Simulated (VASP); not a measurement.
## Si: single point with r2SCAN

The system is Si.

```
CELL_PARAMETERS angstrom
3.83191 0.00000 0.00000
-1.91595 3.31853 0.00000
0.00000 0.00000 6.84917
ATOMIC_POSITIONS crystal
Si 0.33333 0.66667 0.06309
Si 0.66667 0.33333 0.56309
Si 0.33333 0.66667 0.43691
Si 0.66667 0.33333 0.93691
```

This cell differs from its parent crystal: strain +0.000 along x and y, +0.080 along z.

```
Program             : VASP 6.6.1
Task                : single point
Functional          : r2SCAN
Potentials or basis : VASP PAW PBE potentials, release 64 (Si)
Cutoff              : 520 eV
k mesh              : 12 × 12 × 4
Occupations         : gaussian, width 0.05 eV
Spin                : no spin polarisation
```

```json
{
  "Pressure": "-5.9 GPa",
  "Largest force": "0.325 eV/Å",
  "Band gap on the k mesh": "0.91 eV (least direct gap 1.06 eV)"
}
```

Forces on the atoms (eV/Å):
```
Si   0.000  0.000  0.325
Si   0.000  0.000  0.325
Si   0.000  0.000 -0.325
Si   0.000  0.000 -0.325
```

Stress tensor (GPa, compression positive):
```
 -1.46   0.00   0.00
  0.00  -1.46   0.00
  0.00   0.00 -14.78
```

Levels at points of the mesh, in eV from the valence-band top:
```
           k point  band 6  band 7  band 8  band 9  band 10  band 11
(0.00, 0.00, 0.00)   -0.50    0.00    0.00    1.06     1.97     2.62
(0.50, 0.00, 0.00)   -2.74   -2.70   -1.55    1.07     2.39     3.09
(0.00, 0.00, 0.50)   -0.65   -0.65   -0.65    2.52     2.52     3.42
(0.50, 0.00, 0.50)   -2.60   -2.25   -2.25    0.96     0.96     1.92
```

It took 100 s on 1 thread of Intel(R) Xeon(R) 6975P-C (Granite Rapids), with other jobs on the host, peak memory 0.22 GiB.

Caveat: the cell differs from its parent crystal (strain +0.000 along x and y, +0.080 along z); the stress differs along the axes, from -15 to -1 GPa; the PAW data sets were made with another functional, which shifts forces and pressure a little. A k mesh can miss the band edges.
